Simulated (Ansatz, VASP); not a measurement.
Given: the input of a run of Ansatz 0.2.0 on PbS.

input.yaml

```yaml
crystal:
  lattice:
    - [4.1435156701, 0.0, 0.0]
    - [-2.071757835, 3.5883898313, 0.0]
    - [0.0, 0.0, 3.8380170193]
  atoms:
    - { symbol: Pb, position: [0.0, 0.0, 0.0] }
    - { symbol: S, position: [0.6666666667, 0.3333333333, 0.5] }
hamiltonian:
  xc: r2scan
  pseudopotentials: { kind: paw }
kpoints:
  mp_grid: { grid: [8, 8, 7] }
scf:
  occupations: { method: fermi_dirac, width: 0.05 }
output:
  forces: true
  stress: true
  eigenvalues: true
```

Potentials or basis: Ansatz PAW.

Run with:

```console
$ ansatz run input.yaml --threads 2 --pin off --max-ram 5632MiB --backend cpu --events-out ev --progress --plain --runs-dir out
```

Question: Set up the same calculation for VASP 6.6.1. Potentials there: VASP PAW PBE potentials, release 64 (Pb_d, S).

Answer: As run (the cutoff follows the program's own potentials):

Contents of POSCAR:

```
PbS
1.0
    4.1435156701      0.0000000000      0.0000000000
   -2.0717578350      3.5883898313      0.0000000000
    0.0000000000      0.0000000000      3.8380170193
Pb S
1 1
Direct
    0.0000000000      0.0000000000      0.0000000000
    0.6666666667      0.3333333333      0.5000000000
```

The input INCAR.step1:

```
SYSTEM = PbS
ALGO = Normal
EDIFF = 1E-4
ENCUT = 520
GGA = PE
ISMEAR = -1
LASPH = .True.
LCHARG = .False.
LREAL = .False.
LWAVE = .True.
NBANDS = 17
NELM = 60
PREC = Accurate
SIGMA = 0.05
```

File INCAR.step2:

```
SYSTEM = PbS
ALGO = Normal
EDIFF = 1E-6
ENCUT = 520
ISIF = 2
ISMEAR = -1
ISTART = 1
LASPH = .True.
LCHARG = .True.
LELF = .True.
LMIXTAU = .True.
LREAL = .False.
LVHAR = .True.
LWAVE = .False.
METAGGA = R2SCAN
NBANDS = 17
NELM = 60
PREC = Accurate
SIGMA = 0.05
```

The input KPOINTS:

```
k-points
0
Gamma
  8 8 7
  0 0 0
```

Potentials or basis: VASP PAW PBE potentials, release 64 (Pb_d, S).

Run with:

```bash
$ cat potpaw_PBE.64/Pb_d/POTCAR potpaw_PBE.64/S/POTCAR > POTCAR
$ cp INCAR.step1 INCAR
$ mpirun -np 1 vasp_std > vasp.out
$ cp INCAR.step2 INCAR
$ mpirun -np 1 vasp_std > vasp.out
```

Both were run:

|  | VASP | Ansatz | Ansatz less VASP |
| --- | --- | --- | --- |
| gap on the k mesh at the Fermi level (eV) | 0.49 | 0.49 | -0.005 |
| least direct gap on the mesh (eV) | 1.91 | 1.91 | -0.003 |
| pressure (GPa) | -2.8 | -2.8 | +0.02 |
| traceless stress, the component that is largest in VASP (GPa) | -0.37 | -0.37 | -0.005 |

VASP's potentials were made for PBE, not for r2SCAN.

Neither program's run includes spin-orbit coupling. Noted on Ansatz's run: odd divisions of the mesh miss points on the zone boundary, where band edges often lie, so the gap on the mesh can be too wide.
